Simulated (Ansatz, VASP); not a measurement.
**AlN: VASP beside Ansatz**

POSCAR

```
AlN
1.0
    0.0000000000      2.0208631053      2.0208631053
    2.0208631053      0.0000000000      2.0208631053
    2.0208631053      2.0208631053      0.0000000000
Al N
1 1
Direct
    0.5000000000      0.5000000000      0.5000000000
    0.0000000000      0.0000000000      0.0000000000
```

Contents of INCAR.step1:

```
ALGO = Normal ; EDIFF = 1E-5
ENCUT = 520 ; GGA = PE
ISIF = 2 ; ISMEAR = -1
LASPH = True ; LCHARG = False
LREAL = False ; LWAVE = True
NBANDS = 11 ; NELM = 100
PREC = Accurate ; SIGMA = 0.05
```

INCAR.step2

```
AEXX = 0.25 ; ALGO = Normal
EDIFF = 1E-6 ; ENCUT = 520
GGA = PE ; ISIF = 2
ISMEAR = -1 ; ISTART = 1
LASPH = True ; LCHARG = False
LHFCALC = True ; LREAL = False
LWAVE = False ; NBANDS = 11
NELM = 100 ; PREC = Accurate
PRECFOCK = Normal ; SIGMA = 0.05
```

KPOINTS

```
k-points
0
Gamma
  6 6 6
```

input.yaml

```yaml
crystal:
  lattice:
    - [0.0, 2.0208631053, 2.0208631053]
    - [2.0208631053, 0.0, 2.0208631053]
    - [2.0208631053, 2.0208631053, 0.0]
  atoms:
    - { symbol: Al, position: [0.5, 0.5, 0.5] }
    - { symbol: "N", position: [0.0, 0.0, 0.0] }
hamiltonian:
  xc: pbe0
  pseudopotentials: { kind: paw }
kpoints:
  mp_grid: { grid: [6, 6, 6] }
scf:
  occupations: { method: fermi_dirac, width: 0.05 }
output:
  forces: true
  stress: true
  eigenvalues: true
```

Alike in both runs: task single point; functional PBE0; k mesh 6 × 6 × 6; occupations fermi-dirac, width 0.05 eV; no spin polarisation.

|  | VASP | Ansatz |
| --- | --- | --- |
| version | VASP 6.6.1 | Ansatz 0.2.0 |
| potentials or method | VASP PAW PBE potentials, release 64 (Al, N) | Ansatz PAW |
| plane-wave cutoff (eV) | 520 | 420 |
| valence electrons in the cell | 8 | 8 |

Ansatz gave:

```
gap on the k mesh at the Fermi level (eV) : 6.80
least direct gap on the mesh (eV)         : 7.97
pressure (GPa)                            : -2.3
```

Question: What did VASP give for the same quantities?

Answer: gap on the k mesh at the Fermi level (eV): 6.76; least direct gap on the mesh (eV): 7.99; pressure (GPa): -2.3.

With one functional, cell and mesh, what is left measures potentials, basis and numerics.

The k mesh is coarse, so the values compare programs but aren't converged.
